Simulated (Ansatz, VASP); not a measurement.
CsBr: VASP beside Ansatz

File POSCAR:

```
CsBr
1.0
    4.2757450006      0.0000000000      0.0000000000
    0.0000000000      4.2757450006      0.0000000000
    0.0000000000      0.0000000000      4.2757450006
Cs Br
1 1
Direct
    0.0000000000      0.0000000000      0.0000000000
    0.5000000000      0.5000000000      0.5000000000
```

The input INCAR.step1:

```
PREC = Accurate ; ENCUT = 550
ISMEAR = 0 ; SIGMA = 0.01
LREAL = False ; LASPH = True
NELM = 120 ; NBANDS = 15
GGA = PE ; ALGO = Normal
EDIFF = 1E-5 ; LWAVE = True
LCHARG = False ; GGA_COMPAT = False
```

Contents of INCAR.step2:

```
PREC = Accurate ; ENCUT = 550
EDIFF = 1E-6 ; ISMEAR = 0
SIGMA = 0.01 ; LREAL = False
LASPH = True ; NELM = 120
ALGO = Normal ; ISIF = 2
LWAVE = False ; LCHARG = True
METAGGA = R2SCAN ; LMIXTAU = True
LELF = True ; LVHAR = True
NBANDS = 15 ; ISTART = 1
GGA_COMPAT = False
```

The input KPOINTS:

```
Automatic mesh
0
Gamma
  6 6 6
```

Input for Ansatz:

```yaml
crystal:
  lattice:
    - [4.2757450006, 0.0, 0.0]
    - [0.0, 4.2757450006, 0.0]
    - [0.0, 0.0, 4.2757450006]
  atoms:
    - { symbol: Cs, position: [0.0, 0.0, 0.0] }
    - { symbol: Br, position: [0.5, 0.5, 0.5] }
kpoints:
  mp_grid: { grid: [6, 6, 6] }
hamiltonian:
  xc: r2scan
scf:
  occupations: { method: fixed }
  n_extra_bands: 4
output:
  forces: true
  stress: true
  eigenvalues: true
```

Alike in both runs: task single point; functional r2SCAN; k mesh 6 × 6 × 6; no spin polarisation.

|  | VASP | Ansatz |
| --- | --- | --- |
| version | VASP 6.6.1 | Ansatz 0.2.0 |
| potentials or method | VASP PAW PBE potentials, release 64 (Cs_sv, Br) | plane waves, PAW |
| plane-wave cutoff (eV) | 550 | 500 |
| occupations | gaussian, width 0.01 eV | fixed |
| valence electrons in the cell | 16 | 16 |

VASP gave:

* gap on the k mesh at the Fermi level (eV): 5.32
* pressure (GPa): 0.6

Estimate Ansatz's values.

gap on the k mesh at the Fermi level (eV): 5.33; pressure (GPa): 0.6.

VASP's potentials were made for PBE, not for r2SCAN.

Spin-orbit coupling is off throughout.
